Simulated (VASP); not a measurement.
Here is a VASP 6.6.1 calculation.

The input INCAR:

```
  PREC = Accurate
  ENCUT = 600
  EDIFF = 1E-6
  ISMEAR = 0
  SIGMA = 0.1
  LREAL = False
  LASPH = True
  NELM = 80
  ALGO = Fast
  ISIF = 3
  LWAVE = False
  LCHARG = False
  GGA = PE
  IBRION = 2
  NSW = 90
  EDIFFG = -0.04
```

The input KPOINTS:

```
Automatic mesh
0
Gamma
  6 6 4
```

Contents of POSCAR:

```
Si2W3
1.0
    3.5774143100      0.0000000000      0.0000000000
    0.0000000000      3.5774143100      0.0000000000
    0.0000000000      0.0000000000      7.4243162300
Si W
2 3
Direct
    0.5000000000      0.0000000000      0.0000000000
    0.0000000000      0.5000000000      0.0000000000
    0.0000000000      0.0000000000      0.1330117500
    0.0000000000      0.0000000000      0.8669882500
    0.0000000000      0.0000000000      0.5000000000
```

Potentials or basis: VASP PAW PBE potentials, release 64 (Si, W_sv).

The run is started by

```sh
$ cat potpaw_PBE.64/Si/POTCAR potpaw_PBE.64/W_sv/POTCAR > POTCAR
$ mpirun -np 1 vasp_std > vasp.out
```

**Question.** Predict the relaxed volume.

**Answer.** 18.22 Å³/atom.

**Question.** Estimate the band gap on the k mesh.

**Answer.** Zero (bands 25 and 26 overlap by 1.76 eV).

**Question.** Estimate the relaxed cell.

**Answer.** a = 3.172 Å, b = 3.172 Å, c = 9.055 Å, α = 90.00°, β = 90.00°, γ = 90.00°.

**Question.** Estimate the space group after relaxing (to 0.1 Å).

**Answer.** P4/mmm (No. 123).

Final structure:
```xyz
5
Lattice="3.1720 0.0000 0.0000 0.0000 3.1720 0.0000 0.0000 0.0000 9.0545" Properties=species:S:1:pos:R:3 pbc="T T T"
Si    1.5860    0.0000    0.0000
Si    0.0000    1.5860    0.0000
W     0.0000    3.1720    2.0385
W     3.1720    0.0000    7.0160
W     0.0000    0.0000    4.5273
```

Caveat: a cell axis changed by over 15 % at a fixed basis, so the end point is rough; spin-orbit coupling is left out, which moves the levels of the heavy elements.
